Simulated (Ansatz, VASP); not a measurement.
Si: VASP beside Ansatz

```xyz
4
Lattice="3.7866 0.0000 0.0000 -1.8933 3.2793 0.0000 0.0000 0.0000 6.5834" Properties=species:S:1:pos:R:3 pbc="T T T"
Si    0.0000    2.1862    0.5384
Si    1.8933    1.0931    3.8301
Si    0.0000    2.1862    2.7532
Si    1.8933    1.0931    6.0449
```

Alike in both runs: task single point; functional PBE; k mesh 12 × 12 × 6; occupations gaussian, width 0.05 eV; no spin polarisation.

```csv
,VASP,Ansatz
version,VASP 6.6.1,Ansatz 0.2.0
potentials or method,"VASP PAW PBE potentials, release 64 (Si), cutoff 520 eV","scalar-relativistic, plane waves, PAW"
valence electrons in the cell,16,16
```

VASP gave:

```
gap on the k mesh at the Fermi level (eV)                     : none
pressure (GPa)                                                : -0.1
traceless stress, the component that is largest in VASP (GPa) : 3.34
rms of the force components (eV/Å)                            : 1.797
```

**Question.** Estimate Ansatz's values.

**Answer.** gap on the k mesh at the Fermi level (eV): none; pressure (GPa): 0.0; traceless stress, the component that is largest in VASP (GPa): 3.43; rms of the force components (eV/Å): 1.803.

Atom by atom the forces differ by 0.005 eV/Å (rms over components). A gap of «none» marks a metal or a gap that the smearing closes.
